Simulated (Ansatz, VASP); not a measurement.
**LiH in VASP and in Ansatz**

```
CELL_PARAMETERS angstrom
0.00000 1.99009 1.99009
1.99009 0.00000 1.99009
1.99009 1.99009 0.00000
ATOMIC_POSITIONS crystal
Li 0.00000 0.00000 0.00000
H 0.50000 0.50000 0.50000
```

Alike in both runs: task single point; functional PBEsol; k mesh 6 × 6 × 6; occupations gaussian, width 0.02 eV; no spin polarisation.

```csv
,VASP,Ansatz
version,VASP 6.6.1,Ansatz 0.2.0
potentials or method,"VASP PAW PBE potentials, release 64 (Li_sv, H), cutoff 750 eV","scalar-relativistic, plane waves, PAW"
valence electrons in the cell,4,4
```

```csv
,VASP,Ansatz,Ansatz less VASP
gap on the k mesh at the Fermi level (eV),2.73,2.72,-0.004
least direct gap on the mesh (eV),2.73,2.72,-0.004
pressure (GPa),0.0,0.0,+0.09
```

VASP's potentials were made for PBE, not for PBEsol, and Ansatz warns of the same on its side. With one functional, cell and mesh, what is left measures potentials, basis and numerics.

The k mesh is coarse, so the values compare programs but aren't converged.
